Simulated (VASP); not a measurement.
Write the native input for VASP 6.6.1 that does the following.

| Quantity | Value |
| --- | --- |
| Task | single point |
| Functional | HSE06 |
| Potentials or basis | VASP PAW PBE potentials, release 64 (Ag, I) |
| Cutoff | 400 eV |
| k mesh | 4 × 4 × 4 |
| Occupations | gaussian, width 0.01 eV |
| Spin | no spin polarisation |
| Dipole correction | no |
| Grid for exact exchange (PRECFOCK) | Normal |
| Further INCAR settings | ALGO = Normal; EDIFF = 1e-06; NBANDS = 16 |
| Share of exact exchange | 0.25 |
| Screening parameter | 0.2079 1/Å |

The system is AgI.

```
Ag I
1.0
    -2.32432    2.32432    3.29075
     2.32432   -2.32432    3.29075
     2.32432    2.32432   -3.29075
Ag I
1 1
Direct
  0.25000 0.75000 0.50000
  0.00000 0.00000 0.00000
```

One way to write it, as run:

POSCAR

```
AgI
1.0
   -2.3243249503      2.3243249503      3.2907520899
    2.3243249503     -2.3243249503      3.2907520899
    2.3243249503      2.3243249503     -3.2907520899
Ag I
1 1
Direct
    0.2500000000      0.7500000000      0.5000000000
    0.0000000000      0.0000000000      0.0000000000
```

INCAR.step1

```
SYSTEM = AgI
ALGO = Normal ; EDIFF = 1E-5
ENCUT = 400 ; GGA = PE
GGA_COMPAT = .FALSE. ; ISIF = 2
ISMEAR = 0 ; LASPH = .TRUE.
LCHARG = .FALSE. ; LREAL = .FALSE.
LWAVE = .TRUE. ; NBANDS = 16
NELM = 120 ; PREC = Accurate
SIGMA = 0.01
```

INCAR.step2

```
SYSTEM = AgI
ALGO = Normal ; EDIFF = 1E-6
ENCUT = 400 ; GGA = PE
GGA_COMPAT = .FALSE. ; HFSCREEN = 0.2079
ISIF = 2 ; ISMEAR = 0
ISTART = 1 ; LASPH = .TRUE.
LCHARG = .FALSE. ; LHFCALC = .TRUE.
LREAL = .FALSE. ; LWAVE = .FALSE.
NBANDS = 16 ; NELM = 120
PREC = Accurate ; PRECFOCK = Normal
SIGMA = 0.01
```

KPOINTS

```
k-points
0
G
  4 4 4
  0 0 0
```

Potentials or basis: VASP PAW PBE potentials, release 64 (Ag, I).

Command:

```sh
$ cat potpaw_PBE.64/Ag/POTCAR potpaw_PBE.64/I/POTCAR > POTCAR
$ cp INCAR.step1 INCAR
$ mpirun -np 1 vasp_std > vasp.out
$ cp INCAR.step2 INCAR
$ mpirun -np 1 vasp_std > vasp.out
```

It gave:

| Property | Result |
| --- | --- |
| Pressure | 0.4 GPa |
| Band gap on the k mesh | 2.48 eV |

Caveat: the PAW data sets were made with another functional, which shifts forces and pressure a little; spin-orbit coupling is left out, which moves the levels of the heavy elements.

It took 8 min on 1 thread of Intel(R) Xeon(R) Platinum 8488C (Sapphire Rapids), with other jobs on the host, peak memory 0.28 GiB.
